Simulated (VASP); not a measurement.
Runs of VASP 6.6.1 on BaTiO3. The structure is that of space group Pm-3m (No. 221), or close to it. The cells are those of the table. 

```tsv
cell	gap on the mesh (eV)	pressure (GPa)
a = 3.903 Å, 5 atoms	1.89	(c)
a = 4.104 Å, 5 atoms	1.59	(b)
a = 3.868 Å, 5 atoms	1.94	27.0
a = 4.039 Å, 5 atoms	1.69	-0.7
a = 4.072 Å, 5 atoms	(a)	-4.3
```

Alike in all rows: task single point; level PBE; potentials or basis VASP PAW PBE potentials, release 64 (Ba_sv, Ti_sv, O); no spin polarisation; k mesh 6 × 6 × 6; cutoff (eV) 520; smearing gaussian 0.01 eV.

Q: Fill in the values left out.

A: (a) 1.64; (b) -7.5; (c) 19.8.

Caveats: spin-orbit coupling is left out, which moves the levels of the heavy elements.

A k mesh can miss the band edges, and the runs leave out spin-orbit coupling on Ba.
